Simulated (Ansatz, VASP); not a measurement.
NbB2: VASP beside Ansatz

```
Nb B
1.0
     3.07345    0.00000    0.00000
    -1.53673    2.66169    0.00000
     0.00000    0.00000    3.27741
Nb B
1 2
Direct
  0.00000 0.00000 0.00000
  0.33333 0.66667 0.50000
  0.66667 0.33333 0.50000
```

Alike in both runs: task relaxation of cell and atoms; functional LDA; k mesh 15 × 15 × 12; occupations fermi-dirac, width 0.15 eV; no spin polarisation.

|  | VASP | Ansatz |
| --- | --- | --- |
| version | VASP 6.6.1 | Ansatz 0.2.0 |
| potentials or method | VASP PAW LDA potentials, release 64 (Nb_sv, B), cutoff 500 eV | scalar-relativistic, plane waves, PAW |
| valence electrons in the cell | 19 | 19 |

VASP gave:

| Item | Value |
| --- | --- |
| gap on the k mesh at the Fermi level, each at its own relaxed structure (eV) | none |
| relaxed volume (Å³/atom) | 8.95 |
| relaxed length of the cell vector where the two differ most in proportion (Å) | 3.278 |

**Question.** Which values does Ansatz return?

**Answer.** gap on the k mesh at the Fermi level, each at its own relaxed structure (eV): none; relaxed volume (Å³/atom): 8.94; relaxed length of the cell vector where the two differ most in proportion (Å): 3.279.

LDA's correlation is that of Perdew and Zunger in VASP and of Perdew and Wang (1992) in Ansatz. A gap of «none» marks a metal or a gap that the smearing closes.
